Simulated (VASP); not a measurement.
# HgF3 in VASP: further runs, part 2 of 2

VASP 6.6.1. The steps go on from the part before.

**3. Single point, PBE**

This run uses another cell than the first one, of 11.97 Å³/atom, 1.020 times its volume.

INCAR reads:

```
SYSTEM = HgF3
ALGO = Normal ; EDIFF = 1E-6
ENCUT = 520 ; GGA = PE
ISIF = 2 ; ISMEAR = -1
LASPH = .TRUE. ; LCHARG = .FALSE.
LREAL = .FALSE. ; LWAVE = .FALSE.
NBANDS = 24 ; NELM = 100
PREC = Accurate ; SIGMA = 0.05
```

KPOINTS reads:

```
k-points
0
G
  8 8 8
  0 0 0
```

POSCAR reads:

```
HgF3
1.0
    0.0000000000      2.8821329500      2.8821329500
    2.8821329500      0.0000000000      2.8821329500
    2.8821329500      2.8821329500      0.0000000000
Hg F
1 3
Direct
    0.0000000000      0.0000000000      0.0000000000
    0.5000000000      0.5000000000      0.5000000000
    0.7500000000      0.7500000000      0.7500000000
    0.2500000000      0.2500000000      0.2500000000
```

Potentials or basis: VASP PAW PBE potentials, release 64 (Hg, F).

Started as:

```console
> cat potpaw_PBE.64/Hg/POTCAR potpaw_PBE.64/F/POTCAR > POTCAR
> mpirun -np 1 vasp_std > vasp.out
```

Run time: 22 s. Hardware: 1 thread of AMD EPYC 9R45 (Zen 5), shared host; peak memory 0.15 GiB.

It converged, with:

- Free energy: -8.6554 eV
- Pressure: -0.2 GPa

Levels at points of the mesh, in eV from the Fermi level:
```csv
k point,band 14,band 15,band 16,band 17,band 18,band 19,band 20,band 21
"(0.00, 0.00, 0.00)",-0.60,-0.56,-0.56,-0.56,1.26,12.57,12.57,12.57
"(0.50, 0.00, 0.00)",-1.20,-0.28,0.12,0.12,4.22,9.73,12.17,12.17
"(0.50, 0.50, 0.00)",-0.57,-0.57,-0.15,-0.15,4.27,9.87,13.01,13.01
```

Caveat: spin-orbit coupling is left out, which moves the levels of the heavy elements; an odd number of electrons without spin polarisation forces a metal; a magnetic or distorted state may lie lower.

**4. Single point, PBE**

This run uses another cell than the first one, of 12.21 Å³/atom, 1.040 times its volume.

INCAR reads:

```
SYSTEM = HgF3
PREC = Accurate
ENCUT = 520
EDIFF = 1E-7
ISMEAR = -1
SIGMA = 0.05
LREAL = .FALSE.
LASPH = .TRUE.
NELM = 80
ALGO = Normal
ISIF = 2
LWAVE = .FALSE.
LCHARG = .TRUE.
GGA = PE
LELF = .TRUE.
LVHAR = .TRUE.
NBANDS = 24
```

KPOINTS reads:

```
regular mesh
0
G
  8 8 8
  0 0 0
```

POSCAR reads:

```
HgF3
1.0
    0.0000000000      2.9008486234      2.9008486234
    2.9008486234      0.0000000000      2.9008486234
    2.9008486234      2.9008486234      0.0000000000
Hg F
1 3
Direct
    0.0000000000      0.0000000000      0.0000000000
    0.5000000000      0.5000000000      0.5000000000
    0.7500000000      0.7500000000      0.7500000000
    0.2500000000      0.2500000000      0.2500000000
```

Started as:

```console
> cat potpaw_PBE.64/Hg/POTCAR potpaw_PBE.64/F/POTCAR > POTCAR
> mpirun -np 1 vasp_std > vasp.out
```

Wall time 27 s (1 thread of AMD EPYC 9R45 (Zen 5), shared host); peak memory 0.16 GiB.

Results (log left out):

* Free energy: -8.6523 eV
* Pressure: -1.8 GPa

Levels at points of the mesh, in eV from the Fermi level:
```
           k point  band 13  band 14  band 15  band 16  band 17  band 18  band 19  band 20  band 21  band 22
(0.00, 0.00, 0.00)    -0.57    -0.57    -0.57    -0.57    -0.57     1.21    12.45    12.45    12.45    18.28
(0.50, 0.00, 0.00)    -1.19    -1.19    -0.27     0.11     0.11     4.12     9.62    12.06    12.06    19.44
(0.50, 0.50, 0.00)    -1.06    -0.56    -0.56    -0.14    -0.14     4.17     9.76    12.85    12.85    16.60
```

Caveat: spin-orbit coupling is left out, which moves the levels of the heavy elements; an odd number of electrons without spin polarisation forces a metal; a magnetic or distorted state may lie lower.

**5. Single point, PBE**

This run uses another cell than the first one, of 12.44 Å³/atom, 1.060 times its volume.

INCAR reads:

```
PREC = Accurate
ENCUT = 520
EDIFF = 1E-7
ISMEAR = -1
SIGMA = 0.05
LREAL = False
LASPH = True
NELM = 80
ALGO = Normal
ISIF = 2
LWAVE = False
LCHARG = False
GGA = PE
NBANDS = 24
```

KPOINTS reads:

```
Automatic mesh
0
Gamma
  8 8 8
```

POSCAR reads:

```
HgF3
1.0
    0.0000000000      2.9193258644      2.9193258644
    2.9193258644      0.0000000000      2.9193258644
    2.9193258644      2.9193258644      0.0000000000
Hg F
1 3
Direct
    0.0000000000      0.0000000000      0.0000000000
    0.5000000000      0.5000000000      0.5000000000
    0.7500000000      0.7500000000      0.7500000000
    0.2500000000      0.2500000000      0.2500000000
```

Started as:

```console
> cat potpaw_PBE.64/Hg/POTCAR potpaw_PBE.64/F/POTCAR > POTCAR
> mpirun -np 1 vasp_std > vasp.out
```

Run time: 25 s. Hardware: 1 thread of AMD EPYC 9R45 (Zen 5), shared host; peak memory 0.16 GiB.

The run converged. Its results:

```
Free energy : -8.6406 eV
Pressure    : -3.2 GPa
```

Levels at points of the mesh, in eV from the Fermi level:
```tsv
k point	band 13	band 14	band 15	band 16	band 17	band 18	band 19	band 20	band 21	band 22
(0.00, 0.00, 0.00)	-0.58	-0.58	-0.55	-0.54	-0.54	1.15	12.33	12.33	12.33	18.18
(0.50, 0.00, 0.00)	-1.19	-1.19	-0.26	0.10	0.10	4.01	9.51	11.96	11.96	19.27
(0.50, 0.50, 0.00)	-1.01	-0.55	-0.55	-0.13	-0.13	4.08	9.65	12.70	12.70	16.43
```

Caveat: spin-orbit coupling is left out, which moves the levels of the heavy elements; an odd number of electrons without spin polarisation forces a metal; a magnetic or distorted state may lie lower.

**6. Single point, PBE (atoms moved at random)**

INCAR reads:

```
ALGO = Normal
EDIFF = 1E-6
ENCUT = 520
GGA = PE
ISIF = 2
ISMEAR = -1
LASPH = True
LCHARG = True
LELF = True
LREAL = False
LVHAR = True
LWAVE = False
NBANDS = 24
NELM = 100
PREC = Accurate
SIGMA = 0.05
```

KPOINTS reads:

```
k-points
0
Gamma
  8 8 8
```

POSCAR reads:

```
HgF3
1.0
    0.0000000000      2.8631710000      2.8631710000
    2.8631710000      0.0000000000      2.8631710000
    2.8631710000      2.8631710000      0.0000000000
Hg F
1 3
Direct
    0.0125830000      0.0002280000     -0.0084320000
    0.4993640000      0.4945330000      0.5103970000
    0.7627580000      0.7357030000      0.7376920000
    0.2636780000      0.2487450000      0.2377080000
```

Potentials or basis: VASP PAW PBE potentials, release 64 (Hg, F).

Started as:

```console
> cat potpaw_PBE.64/Hg/POTCAR potpaw_PBE.64/F/POTCAR > POTCAR
> mpirun -np 1 vasp_std > vasp.out
```

OUTCAR:

```text
EDIFF = 1E-6
   ENCUT = 520
   GGA = PE
   ISIF = 2
   ISMEAR = -1
   LASPH = True
   LREAL = False
   NELM = 100
   PREC = Accurate

 ion  position               nearest neighbor table
   1  0.013  0.000  0.992-   3 2.43   4 2.47   3 2.47   4 2.48   3 2.48   4 2.48   4 2.49   3 2.54
                             2 2.81   2 2.83   2 2.85   2 2.88
   2  0.499  0.495  0.510-   1 2.81   1 2.83   1 2.85   1 2.88
   3  0.763  0.736  0.738-   1 2.43   1 2.47   1 2.48   1 2.54
   4  0.264  0.249  0.238-   1 2.47   1 2.48   1 2.48   1 2.49

[... 846 lines left out ...]
  Direction    XX          YY          ZZ          XY          YZ          ZX
  --------------------------------------------------------------------------------------
  -------------------------------------------------------------------------------------
  Total        0.5009845      0.5529818      0.5558085      0.0869242      0.0782536      0.0016987
  in kB       17.0986976     18.8733751     18.9698514      2.9667412      2.6708089      0.0579762
  external PRESSURE =      18.3139747 kB  Pullay stress =       0.0000000 kB

 VOLUME and BASIS-vectors are now :
 -----------------------------------------------------------------------------
  energy-cutoff  :      520.00
  volume of cell :       46.94
      direct lattice vectors                 reciprocal lattice vectors
     0.000000000  2.863171000  2.863171000    -0.174631554  0.174631554  0.174631554
     2.863171000  0.000000000  2.863171000     0.174631554 -0.174631554  0.174631554
     2.863171000  2.863171000  0.000000000     0.174631554  0.174631554 -0.174631554

 POSITION                                       TOTAL-FORCE (eV/Angst)
 -----------------------------------------------------------------------------------
      2.83968      2.87506      0.03668        -0.110892     -0.018540     -0.035548
      2.87729      2.89112      2.84570        -0.173871     -0.067744      0.061513
      4.21858      4.29604      4.29035         0.185403      0.032141      0.043731
      1.39280      1.43555      1.46715         0.099360      0.054144     -0.069696
 -----------------------------------------------------------------------------------
    total drift:                                0.000186      0.000001     -0.000158

  FREE ENERGIE OF THE ION-ELECTRON SYSTEM (eV)
  ---------------------------------------------------
  free  energy   TOTEN  =        -8.6363189606 eV

  energy  without entropy=       -8.5680451475  energy(sigma->0) =       -8.60218205
```

Run time: 3.2 min. Hardware: 1 thread of AMD EPYC 9R45 (Zen 5), shared host; peak memory 0.33 GiB.

Results:

| Quantity | Value |
| --- | --- |
| Free energy | -8.6363 eV |
| Pressure | 1.8 GPa |
| Largest force | 0.196 eV/Å |

Forces on the atoms (eV/Å):
```
Hg  -0.111 -0.019 -0.036
F   -0.174 -0.068  0.062
F    0.185  0.032  0.044
F    0.099  0.054 -0.070
```

Stress tensor (GPa, compression positive):
```
1.71 0.30 0.01
0.30 1.89 0.27
0.01 0.27 1.90
```

Levels at points of the mesh, in eV from the Fermi level:
| k point | band 13 | band 14 | band 15 | band 16 | band 17 | band 18 | band 19 | band 20 | band 21 | band 22 |
| --- | --- | --- | --- | --- | --- | --- | --- | --- | --- | --- |
| (0.00, 0.00, 0.00) | -0.68 | -0.63 | -0.54 | -0.49 | -0.46 | 1.31 | 12.62 | 12.69 | 12.77 | 18.48 |
| (0.50, 0.00, 0.00) | -1.24 | -1.16 | -0.30 | 0.11 | 0.13 | 4.33 | 9.84 | 12.14 | 12.43 | 19.59 |
| (0.00, 0.50, 0.00) | -1.25 | -1.19 | -0.31 | 0.12 | 0.13 | 4.39 | 9.93 | 12.20 | 12.38 | 19.61 |
| (0.00, 0.00, 0.50) | -1.25 | -1.16 | -0.29 | 0.11 | 0.13 | 4.31 | 9.83 | 12.14 | 12.43 | 19.65 |
| (0.50, 0.50, 0.50) | -1.19 | -1.15 | -0.30 | 0.11 | 0.12 | 4.25 | 9.74 | 12.20 | 12.36 | 19.71 |
| (0.50, 0.50, 0.00) | -1.17 | -0.62 | -0.55 | -0.19 | -0.15 | 4.37 | 9.97 | 13.09 | 13.23 | 16.90 |
| (0.00, 0.50, 0.50) | -1.16 | -0.64 | -0.57 | -0.17 | -0.14 | 4.37 | 9.97 | 13.11 | 13.22 | 16.92 |
| (0.50, 0.00, 0.50) | -1.18 | -0.59 | -0.58 | -0.17 | -0.16 | 4.37 | 9.96 | 13.15 | 13.17 | 16.93 |

Caveat: the cell differs from its parent crystal (atoms moved at random); spin-orbit coupling is left out, which moves the levels of the heavy elements; an odd number of electrons without spin polarisation forces a metal; a magnetic or distorted state may lie lower.

**7. Overview**

```csv
cell,gap on the mesh (eV),pressure (GPa)
"a = 4.049 Å, angles 60.0°, 4 atoms",none,1.8
"a = 4.076 Å, angles 60.0°, 4 atoms",none,-0.2
"a = 4.102 Å, angles 60.0°, 4 atoms",none,-1.8
"a = 4.129 Å, angles 60.0°, 4 atoms",none,-3.2
```

Some of these runs hold the atoms at other places in the same cell, which the table doesn't show; runs alike in all that it shows share one row.

Alike in all rows: task single point; level PBE; potentials or basis VASP PAW PBE potentials, release 64 (Hg, F); no spin polarisation; k mesh 8 × 8 × 8; cutoff (eV) 520; smearing fermi-dirac 0.05 eV.

Caveats: spin-orbit coupling is left out, which moves the levels of the heavy elements; an odd number of electrons without spin polarisation forces a metal; a magnetic or distorted state may lie lower.

Total energies depend on the potentials used, so only differences within one code and one set of settings carry meaning.
